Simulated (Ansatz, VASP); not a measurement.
# C in VASP and in Ansatz

```xyz
2
Lattice="1.2482 0.7206 3.4019 -1.2482 0.7206 3.4019 0.0000 -1.4413 3.4019" Properties=species:S:1:pos:R:3 pbc="T T T"
C     0.0000    0.0000    1.6737
C     0.0000    0.0000    8.5319
```

Change from the starting cell: volume scaled by 1.05.

Alike in both runs: task single point; functional PBE; k mesh 17 × 17 × 17; occupations fermi-dirac, width 0.03 eV; no spin polarisation.

|  | VASP | Ansatz |
| --- | --- | --- |
| version | VASP 6.6.1 | Ansatz 0.2.0 |
| potentials or method | VASP PAW PBE potentials, release 64 (C), cutoff 520 eV | all-electron LAPW, scalar-relativistic |

|  | VASP | Ansatz | Ansatz less VASP |
| --- | --- | --- | --- |
| pressure (GPa) | -8.2 | -8.7 | -0.48 |
| traceless stress, the component that is largest in VASP (GPa) | 10.65 | 11.20 | +0.548 |
| rms of the force components (eV/Å) | 0.512 | 0.515 | +0.0026 |

Atom by atom the forces differ by 0.003 eV/Å (rms over components). Ansatz ran all-electron here, and VASP with PAW potentials.
